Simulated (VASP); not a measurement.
Crystal: SrO.

```
CELL_PARAMETERS angstrom
0.00000 2.56630 2.56630
2.56630 0.00000 2.56630
2.56630 2.56630 0.00000
ATOMIC_POSITIONS crystal
Sr 0.50000 0.50000 0.50000
O 0.00000 0.00000 0.00000
```

Base run:

* Program: VASP 6.6.1
* Functional: PBE
* Dispersion: D3(BJ)
* Potentials or basis: VASP PAW PBE potentials, release 64 (Sr_sv, O)
* Cutoff: 520 eV
* k mesh: 7 × 7 × 7
* Occupations: fermi-dirac, width 0.2 eV
* Spin: no spin polarisation

Its results: band gap on the k mesh 3.36 eV, indirect (least direct gap 3.45 eV); pressure 1.5 GPa.

Task: The run is repeated on the same cell with these changes: dispersion from D3(BJ) to none; further incar settings from ALGO = Normal; EDIFF = 1e-07; NBANDS = 15 to ALGO = Normal; EDIFF = 1e-06; NBANDS = 15. What comes out?

Result: Band gap on the k mesh 3.36 eV, indirect (least direct gap 3.45 eV); pressure 3.9 GPa.

Caveats: three body term missing (some runs).

A k mesh can miss the band edges.
